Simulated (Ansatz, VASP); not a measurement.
## Ru in VASP and in Ansatz

```
Ru
1.0
     2.69169    0.00000    0.00000
    -1.34585    2.33107    0.00000
     0.00000    0.00000    4.25174
Ru
2
Direct
  0.33333 0.66667 0.25000
  0.66667 0.33333 0.75000
```

Alike in both runs: functional PBEsol; k mesh 18 × 18 × 10; occupations fermi-dirac, width 0.15 eV; no spin polarisation.

Ansatz relaxed the structure, and its values are those at the end. VASP's run is a single point on that final structure, the one shown.

|  | VASP | Ansatz |
| --- | --- | --- |
| version | VASP 6.6.1 | Ansatz 0.2.0 |
| potentials or method | VASP PAW PBE potentials, release 64 (Ru_pv), cutoff 520 eV | scalar-relativistic, plane waves, PAW |
| valence electrons in the cell | 28 | 32 |

|  | VASP | Ansatz | Ansatz less VASP |
| --- | --- | --- | --- |
| gap on the k mesh at the Fermi level (eV) | none | none | - |
| pressure (GPa) | 0.0 | 0.0 | +0.04 |

VASP's potentials were made for PBE, not for PBEsol. A gap of «none» marks a metal or a gap that the smearing closes. With one functional, cell and mesh, what is left measures potentials, basis and numerics. VASP's potentials hold 28 valence electrons a cell and Ansatz's 32, so a difference there can come from the potentials and not from the codes.
